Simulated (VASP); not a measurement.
AlRu: single point with PBE

Crystal: AlRu.

```
Al Ru
1.0
     2.99160    0.00000    0.00000
     0.00000    2.99160    0.00000
     0.00000    0.00000    2.99160
Al Ru
1 1
Cartesian
  0.0000 -0.0500 0.0000
  1.4958 1.4958 1.4958
```

This cell differs from its parent crystal: all Al atoms moved -0.050 Å, as atom 1 along Cartesian [0 1 0].

```yaml
Program: VASP 6.6.1
Task: single point
Functional: PBE
Potentials_or_basis: VASP PAW PBE potentials, release 64 (Al, Ru_pv)
Cutoff: 520 eV
k_mesh: 16 × 16 × 16
Occupations: gaussian, width 0.15 eV
Spin: no spin polarisation
```

```yaml
Pressure: 2.8 GPa
Largest_force: 0.391 eV/Å
```

Forces in eV/Å, atoms in the order of the input:
```
Al   0.000  0.391  0.000
Ru   0.000 -0.391  0.000
```

Stress tensor (GPa, compression positive):
```
2.83 0.00 0.00
0.00 2.63 0.00
0.00 0.00 2.83
```

Levels at points of the mesh, in eV from the Fermi level:
```tsv
k point	band 6	band 7	band 8	band 9	band 10	band 11	band 12	band 13
(0.00, 0.00, 0.00)	-3.58	0.16	0.16	0.16	6.07	6.07	6.07	10.97
(0.50, 0.00, 0.00)	-2.78	-1.62	-1.61	0.42	2.28	7.43	11.03	11.03
(0.00, 0.50, 0.00)	-2.78	-1.62	-1.62	0.41	2.28	7.44	11.01	11.01
(0.50, 0.50, 0.00)	-1.38	-1.37	-1.19	-1.18	1.52	5.30	6.22	10.59
(0.50, 0.00, 0.50)	-1.42	-1.42	-1.14	-1.14	1.52	5.30	6.21	10.61
(0.50, 0.50, 0.50)	-4.64	1.61	1.61	2.56	4.12	4.12	4.13	8.52
```

Wall time 3.2 min on 1 thread of AMD EPYC 7R13, on a shared host, peak memory 0.25 GiB.

Caveat: the cell differs from its parent crystal (all Al atoms moved -0.050 Å, as atom 1 along Cartesian [0 1 0]).
